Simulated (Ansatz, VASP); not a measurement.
**Two plane-wave programs on TaN**

```xyz
2
Lattice="2.7323 0.0000 0.0000 0.0000 2.7323 0.0000 0.0000 0.0000 2.7323" Properties=species:S:1:pos:R:3 pbc="T T T"
Ta    0.0000    0.0000    0.0000
N     1.3662    1.3662    1.3662
```

Alike in both runs: task single point; functional r2SCAN; k mesh 7 × 7 × 7; occupations gaussian, width 0.05 eV; collinear spin; Hubbard terms Ta d U = 1.0 eV.

|  | VASP | Ansatz |
| --- | --- | --- |
| version | VASP 6.6.1 | Ansatz 0.2.0 |
| potentials or method | VASP PAW PBE potentials, release 64 (Ta_pv, N), cutoff 520 eV | scalar-relativistic, plane waves, PAW |
| valence electrons in the cell | 16 | 18 |

Ansatz gave:

| Quantity | Value |
| --- | --- |
| gap on the k mesh at the Fermi level (eV) | none |
| pressure (GPa) | 2.7 |
| net moment per atom (μB) | 0.10 |
| size of the moment on the site where the two differ most (μB) | 0.11 |

Which values does VASP return?

gap on the k mesh at the Fermi level (eV): none; pressure (GPa): 6.6; net moment per atom (μB): 0.10; size of the moment on the site where the two differ most (μB): 0.16.

VASP's potentials were made for PBE, not for r2SCAN. Site moments also hang on the region over which each program counts them. The programs project onto different local orbitals, so the same U acts differently, and such runs can settle in different states. A gap of «none» marks a metal or a gap that the smearing closes. VASP's potentials hold 16 valence electrons a cell and Ansatz's 18, so a difference there can come from the potentials and not from the codes. Ansatz's warnings: filled band counts differ across k points, seeded moment not kept, specified occupation not kept, stability check not made.

Neither program's run includes spin-orbit coupling.
